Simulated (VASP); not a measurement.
# HfB (I4/mmm) in VASP: notebook

The runs below take HfB through single point, with PBE.

Everything below comes from runs of VASP 6.6.1. Logs are shortened: lines on timing, memory, paths and dates and some standing lists are left out, and cuts for length are marked.

## Step 1: The cell of the first run

The structure is tetragonal, space group I4/mmm (No. 139). Conventional cell: a = 3.264 Å, b = 3.264 Å, c = 4.900 Å, α = 90.00°, β = 90.00°, γ = 90.00°. Within 3.1 Å of Hf (site symmetry 4/mmm) lie 6 B at 2.31 to 2.45 Å. Within 3.1 Å of B (site symmetry 4/mmm) lie 6 Hf at 2.31 to 2.45 Å.

## Step 2: Single point, PBE (biaxial strain in the a-b plane: -4.5 %, then relaxed in part)

Input file INCAR:

```
  PREC = Accurate
  ENCUT = 520
  EDIFF = 1E-6
  ISMEAR = 0
  SIGMA = 0.1
  LREAL = F
  LASPH = T
  NELM = 100
  ALGO = Normal
  ISIF = 2
  LWAVE = F
  LCHARG = F
  GGA = PE
  NBANDS = 21
```

Input file KPOINTS:

```
regular mesh
0
Gamma
  12 12 10
```

Input file POSCAR:

```
HfB
1.0
    2.3081378808      2.3081378808      0.0000000000
   -2.3081378808      2.3081378808      0.0000000000
    0.0000000000      0.0000000000      4.8997823646
Hf B
2 2
Direct
    0.5000000000      0.5000000000      0.0000000000
    0.0000000000      0.0000000000      0.5000000000
    0.0000000000      0.0000000000      0.0000000000
    0.5000000000      0.5000000000      0.5000000000
```

Potentials or basis: VASP PAW PBE potentials, release 64 (Hf_pv, B).

Command:

```bash
> cat potpaw_PBE.64/Hf_pv/POTCAR potpaw_PBE.64/B/POTCAR > POTCAR
> mpirun -np 1 vasp_std > vasp.out
```

OUTCAR:

```text
PREC = Accurate
   ENCUT = 520
   EDIFF = 1E-6
   ISMEAR = 0
   LREAL = F
   LASPH = T
   NELM = 100
   ISIF = 2
   GGA = PE

 ion  position               nearest neighbor table
   1  0.500  0.500  0.000-   3 2.31   3 2.31   3 2.31   3 2.31   4 2.45   4 2.45   2 3.37   2 3.37
                             2 3.37   2 3.37   2 3.37   2 3.37   2 3.37   2 3.37
   2  0.000  0.000  0.500-   4 2.31   4 2.31   4 2.31   4 2.31   3 2.45   3 2.45   1 3.37   1 3.37
                             1 3.37   1 3.37   1 3.37   1 3.37   1 3.37   1 3.37
   3  0.000  0.000  0.000-   1 2.31   1 2.31   1 2.31   1 2.31   2 2.45   2 2.45
   4  0.500  0.500  0.500-   2 2.31   2 2.31   2 2.31   2 2.31   1 2.45   1 2.45

  LATTYP: Found a simple tetragonal cell.
 ALAT       =     3.2641998949
 C/A-ratio  =     1.5010668839

  Lattice vectors:

 A1 = (   2.3081378808,   2.3081378808,   0.0000000000)
 A2 = (  -2.3081378808,   2.3081378808,   0.0000000000)
 A3 = (   0.0000000000,   0.0000000000,   4.8997823646)

Analysis of symmetry for initial positions (statically):
=====================================================================
 Subroutine PRICEL returns following result:

  LATTYP: Found a body centered tetragonal cell.
 ALAT       =     3.2641998949
 C/A-ratio  =     1.5010668839

  Lattice vectors:

 A1 = (   2.3081378808,   0.0000000000,  -2.4498911823)
 A2 = (  -2.3081378808,   0.0000000000,  -2.4498911823)
 A3 = (   0.0000000000,   2.3081378808,   2.4498911823)

   2 primitive cells build up your supercell.

 Routine SETGRP: Setting up the symmetry group for a
 simple tetragonal supercell.

 Subroutine GETGRP returns: Found 16 space group operations
 (whereof 16 operations were pure point group operations)
 out of a pool of 16 trial point group operations.

The static configuration has the point symmetry D_4h.

Analysis of symmetry for dynamics (positions and initial velocities):
=====================================================================
 Subroutine PRICEL returns following result:

  LATTYP: Found a body centered tetragonal cell.
 ALAT       =     3.2641998949
 C/A-ratio  =     1.5010668839

  Lattice vectors:

 A1 = (   2.3081378808,   0.0000000000,  -2.4498911823)
 A2 = (  -2.3081378808,   0.0000000000,  -2.4498911823)
 A3 = (   0.0000000000,   2.3081378808,   2.4498911823)

   2 primitive cells build up your supercell.

 Routine SETGRP: Setting up the symmetry group for a
 simple tetragonal supercell.

 Subroutine GETGRP returns: Found 16 space group operations
 (whereof 16 operations were pure point group operations)
 out of a pool of 16 trial point group operations.

The dynamic configuration has the point symmetry D_4h.

 Subroutine INISYM returns: Found 16 space group operations
 (whereof 16 operations are pure point group operations),
 and found     2 'primitive' translations

----------------------------------------------------------------------------------------

                                     Primitive cell

  volume of cell :      26.1036

  direct lattice vectors                    reciprocal lattice vectors
     2.308137881  0.000000000 -2.449891182     0.216624840  0.216624840 -0.204090697
    -2.308137881  0.000000000 -2.449891182    -0.216624840  0.216624840 -0.204090697
     0.000000000  2.308137881  2.449891182     0.000000000  0.433249681  0.000000000

  length of vectors
     3.365927403  3.365927403  3.365927403     0.368110929  0.368110929  0.433249681

  position of ions in fractional coordinates (direct lattice)
     0.500000000  0.500000000  0.000000000
     1.000000000  0.000000000  0.000000000

  ion indices of the primitive-cell ions
   primitive index   ion index
                 1           1
                 2           4

----------------------------------------------------------------------------------------

 KPOINTS: regular mesh

Automatic generation of k-mesh.
 Grid dimensions read from file:
 generate k-points for:   12   12   10

 Generating k-lattice:

  Cartesian coordinates                     Fractional coordinates (reciprocal lattice)
     0.018052070  0.018052070  0.000000000     0.083333333  0.000000000  0.000000000
    -0.018052070  0.018052070  0.000000000     0.000000000  0.083333333  0.000000000
     0.000000000  0.000000000  0.020409070     0.000000000  0.000000000  0.100000000

  Length of vectors
     0.025529482  0.025529482  0.020409070

  Shift w.r.t. Gamma in fractional coordinates (k-lattice)
     0.000000000  0.000000000  0.000000000

 Subroutine IBZKPT returns following result:
 ===========================================

 Found    168 irreducible k-points:

 Following reciprocal coordinates:
            Coordinates               Weight
  0.000000  0.000000  0.000000      1.000000
  0.083333  0.000000  0.000000      4.000000
  0.166667  0.000000  0.000000      4.000000
  0.250000  0.000000  0.000000      4.000000
  0.333333  0.000000  0.000000      4.000000
  0.416667  0.000000  0.000000      4.000000
[... 16 lines left out ...]
  0.333333  0.333333  0.000000      4.000000
  0.416667  0.333333  0.000000      8.000000
 [... further k-points ...]
   k-points           NKPTS =    168   k-points in BZ     NKDIM =    168   number of bands    NBANDS=     21
   number of dos      NEDOS =    301   number of ions     NIONS =      4
   total plane-waves  NPLWV =  20736
   dimension x,y,z NGX =    24 NGY =   24 NGZ =   36
   dimension x,y,z NGXF=    48 NGYF=   48 NGZF=   72
   ions per type =               2   2
   NGX,Y,Z   is equivalent  to a cutoff of  12.22, 12.22, 12.21 a.u.
   NGXF,Y,Z  is equivalent  to a cutoff of  24.45, 24.45, 24.43 a.u.
 SYSTEM =  unknown system
   PREC   = accura    normal or accurate (medium, high low for compatibility)
   ISTART =      0    job   : 0-new  1-cont  2-samecut
   ICHARG =      2    charge: 1-file 2-atom 10-const
   ISPIN  =      1    spin polarized calculation?
   LNONCOLLINEAR =      F non collinear calculations
   LSORBIT =      F    spin-orbit coupling
   LASPH  =      T    aspherical Exc in radial PAW
   ENCUT  =  520.0 eV  38.22 Ry    6.18 a.u.   6.07  6.07  9.11*2*pi/ulx,y,z
   NELM   =    100;   NELMIN=  2; NELMDL= -5     # of ELM steps
   EDIFF  = 0.1E-05   stopping-criterion for ELM
   LREAL  =      F    real-space projection
[... 7 lines left out ...]
   TEBEG  =    0.0;   TEEND  =   0.0 temperature during run
   PSTRESS=    0.0 pullay stress
   NELECT =      26.0000    total number of electrons
   NUPDOWN=      -1.0000    fix difference up-down
   EMIN   =  10.00;   EMAX   =-10.00  energy-range for DOS
   EFERMI =   0.00;   METHOD = LEGACY
   ISMEAR =     0;   SIGMA  =   0.10  broadening in eV -4-tet -1-fermi 0-gaus
   EFERMI_NEDOS =   21; number of points for ismear=-14 and -15
   IALGO  =     38    algorithm
   IMIX   =      4    mixing-type and parameters
     AMIX     =   0.40;   BMIX     =  1.00
     AMIX_MAG =   1.60;   BMIX_MAG =  1.00
  volume/ion in A,a.u.               =      13.05        88.08
  Fermi-wavevector in a.u.,A,eV,Ry     =   1.297645  2.452193 22.910608  1.683882
  Thomas-Fermi vector in A             =   2.429024
   LORBIT       =      0    0 simple, 1 ext, 2 COOP (PROOUT), +10 PAW based schemes
   GGA     = PE    functional components
   LHFCALC =     F    Hartree Fock is set to
   AEXX    =    0.0000 exact exchange contribution
   IVDW    =     0    specifies the selected vdW correction
   LEPSILON=     F    determine dielectric tensor
   LRPA    =     F    only Hartree local field effects (RPA)
 non-spin polarized calculation
 Gauss-broadening in eV      SIGMA  =   0.10
  energy-cutoff  :      520.00
  volume of cell :       52.21
 maximum number of plane-waves:      1428
   NGX = 13   NGY = 13   NGZ = 19

 number of electron      26.0000010 magnetization

 Free energy of the ion-electron system (eV)
  ---------------------------------------------------
  ext. energy  EPLUGINS =         0.00000000
  ---------------------------------------------------
  free energy    TOTEN  =       -34.56510775 eV

  energy without entropy =      -34.55649795  energy(sigma->0) =      -34.56080285

 E-fermi :   4.7835     XC(G=0): -12.0263

 val. band max:        4.7797338254   @ k =   0.3333   0.0833   0.1000
 cond. band min:       4.7927940732   @ k =   0.1667   0.0833   0.2000
 fundamental gap:      0.0130602478
 Fermi energy:         4.7835059911

 k-point     1 :       0.0000    0.0000    0.0000
  band No.  band energies     occupation
      1     -24.3751      2.00000
      2     -24.0015      2.00000
      3     -24.0015      2.00000
      4     -23.8579      2.00000
      5     -23.8283      2.00000
      6     -23.8283      2.00000
[... 13 lines left out ...]
     20       9.1241      0.00000
     21      10.6087      0.00000

 k-point     2 :       0.0833    0.0000    0.0000
  band No.  band energies     occupation
      1     -24.3640      2.00000
      2     -24.0249      2.00000
      3     -23.9952      2.00000
      4     -23.8643      2.00000
      5     -23.8586      2.00000
      6     -23.8279      2.00000
[... 13 lines left out ...]
     20      10.5990      0.00000
     21      11.2876      0.00000

 k-point     3 :       0.1667    0.0000    0.0000
  band No.  band energies     occupation
      1     -24.3321      2.00000
      2     -24.0877      2.00000
      3     -23.9775      2.00000
      4     -23.9407      2.00000
      5     -23.8835      2.00000
      6     -23.8272      2.00000
[... 13 lines left out ...]
     20      11.7919      0.00000
     21      12.4380      0.00000
[... 457 lines left out ...]
 k-point    23 :       0.3333    0.3333    0.0000
  band No.  band energies     occupation
      1     -24.2886      2.00000
      2     -24.2524      2.00000
      3     -24.1276      2.00000
      4     -24.0834      2.00000
      5     -24.0370      2.00000
      6     -23.9970      2.00000
[... 13 lines left out ...]
     20      11.8741      0.00000
     21      12.4499      0.00000

 k-point    24 :       0.4167    0.3333    0.0000
  band No.  band energies     occupation
      1     -24.3264      2.00000
      2     -24.3079      2.00000
      3     -24.0893      2.00000
      4     -24.0832      2.00000
      5     -24.0591      2.00000
      6     -24.0216      2.00000
[... 13 lines left out ...]
     20      12.0753      0.00000
     21      12.3093      0.00000

 [... further k-points ...]
[... 5 lines left out ...]
  --------------------------------------------------------------------------------------
  -------------------------------------------------------------------------------------
  Total        8.3278922      8.3278922      0.0911176      0.0000000      0.0000000     -0.0000000
  in kB      255.5732491    255.5732491      2.7962929      0.0000000      0.0000000     -0.0000000
  external PRESSURE =     171.3142637 kB  Pullay stress =       0.0000000 kB

 VOLUME and BASIS-vectors are now :
 -----------------------------------------------------------------------------
  energy-cutoff  :      520.00
  volume of cell :       52.21
      direct lattice vectors                 reciprocal lattice vectors
     2.308137881  2.308137881  0.000000000     0.216624840  0.216624840  0.000000000
    -2.308137881  2.308137881  0.000000000    -0.216624840  0.216624840  0.000000000
     0.000000000  0.000000000  4.899782365     0.000000000  0.000000000  0.204090697

 POSITION                                       TOTAL-FORCE (eV/Angst)
 -----------------------------------------------------------------------------------
      0.00000      2.30814      0.00000        -0.000000     -0.000000     -0.000000
      0.00000      0.00000      2.44989         0.000000      0.000000     -0.000000
      0.00000      0.00000      0.00000         0.000000     -0.000000      0.000000
      0.00000      2.30814      2.44989         0.000000      0.000000      0.000000
 -----------------------------------------------------------------------------------
    total drift:                                0.000000     -0.000000     -0.000000

  FREE ENERGIE OF THE ION-ELECTRON SYSTEM (eV)
  ---------------------------------------------------
  free  energy   TOTEN  =       -34.5651077547 eV

  energy  without entropy=      -34.5564979523  energy(sigma->0) =      -34.56080285
```

Run time: 41 s. Hardware: 1 thread of Intel Xeon 6975P-C (Granite Rapids), shared host; peak memory 0.28 GiB.

Results:

```yaml
Free_energy: -34.5651 eV
Pressure: 17.1 GPa
Band_gap_on_the_k_mesh: zero (band 13 reaches 7.15 eV, above the bottom of band 14 at 3.57 eV)
```

Caveat: the cell differs from its parent crystal (biaxial strain in the a-b plane: -4.5 %, then relaxed in part); spin-orbit coupling is left out, which moves the levels of the heavy elements.

## Step 3: Single point, PBE (biaxial strain in the a-b plane: -4.5 %)

Input file INCAR:

```
PREC     = Accurate       # precision mode
ENCUT    = 520            # plane-wave cutoff, eV
EDIFF    = 1E-6           # SCF threshold, eV
ISMEAR   = 0              # smearing method
SIGMA    = 0.1            # smearing width, eV
LREAL    = False          # projectors in reciprocal space
LASPH    = True           # aspherical terms in the spheres
NELM     = 60             # most SCF steps
ALGO     = Normal         # electronic algorithm
ISIF     = 2              # what is computed and relaxed
LWAVE    = False          # write WAVECAR
LCHARG   = True           # write CHGCAR
GGA      = PE             # functional
LELF     = True           # ELF
LVHAR    = True         
NBANDS   = 21             # bands
```

Input file KPOINTS:

```
Automatic mesh
0
Gamma
  12 12 10
```

POSCAR, as its differences from that of step 2:

```diff
@@ -4,3 +4,3 @@
    -2.3081378808      2.3081378808      0.0000000000
-    0.0000000000      0.0000000000      4.8997823646
+    0.0000000000      0.0000000000      4.9643091174
 Hf B
```

Potentials or basis: VASP PAW PBE potentials, release 64 (Hf_pv, B).

Command:

```bash
> cat potpaw_PBE.64/Hf_pv/POTCAR potpaw_PBE.64/B/POTCAR > POTCAR
> mpirun -np 1 vasp_std > vasp.out
```

It took 50 s on 1 thread of Intel Xeon 6975P-C (Granite Rapids), shared host; peak memory 0.28 GiB.

It converged, with:

```
Free energy            : -34.5554 eV
Pressure               : 14.7 GPa
Band gap on the k mesh : zero (band 13 reaches 7.11 eV, above the bottom of band 14 at 3.51 eV)
```

Stress tensor (GPa, compression positive):
```
24.45  0.00  0.00
 0.00 24.45  0.00
 0.00  0.00 -4.78
```

Levels at points of the mesh, in eV from the Fermi level:
```
           k point  band 12  band 13  band 14  band 15  band 16  band 17
(0.00, 0.00, 0.00)     2.41     2.41     2.49     2.49     3.34     3.47
(0.50, 0.00, 0.00)    -1.52    -0.91    -0.91     4.68     4.68     6.57
(0.50, 0.50, 0.00)    -0.83     1.86     1.86     2.08     2.08     5.63
(0.00, 0.00, 0.50)     0.13     1.96     1.96     1.96     1.96     4.99
(0.50, 0.00, 0.50)    -1.44    -1.19    -1.19     5.84     5.84     6.31
(0.50, 0.50, 0.50)    -1.07    -1.00    -1.00     4.47     4.47     4.47
```

Caveat: the cell differs from its parent crystal (biaxial strain in the a-b plane: -4.5 %); spin-orbit coupling is left out, which moves the levels of the heavy elements.
